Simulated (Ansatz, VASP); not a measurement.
CuF: VASP beside Ansatz

```
Cu F
1.0
    -2.09922    2.09922    1.86303
     2.09922   -2.09922    1.86303
     2.09922    2.09922   -1.86303
Cu F
1 1
Direct
  0.00000 0.00000 0.00000
  0.50000 0.50000 0.00000
```

Alike in both runs: functional PBE; k mesh 10 × 10 × 10; occupations gaussian, width 0.02 eV; no spin polarisation.

Ansatz relaxed the structure, and its values are those at the end. VASP's run is a single point on that final structure, the one shown.

|  | VASP | Ansatz |
| --- | --- | --- |
| version | VASP 6.6.1 | Ansatz 0.2.0 |
| potentials or method | VASP PAW PBE potentials, release 64 (Cu, F), cutoff 520 eV | scalar-relativistic, plane waves, PAW |
| valence electrons in the cell | 18 | 26 |

|  | VASP | Ansatz | Ansatz less VASP |
| --- | --- | --- | --- |
| gap on the k mesh at the Fermi level (eV) | 0.67 | 0.67 | +0.004 |
| least direct gap on the mesh (eV) | 1.26 | 1.25 | -0.010 |
| pressure (GPa) | 0.4 | 0.0 | -0.34 |

VASP's potentials hold 18 valence electrons a cell and Ansatz's 26, so a difference there can come from the potentials and not from the codes.
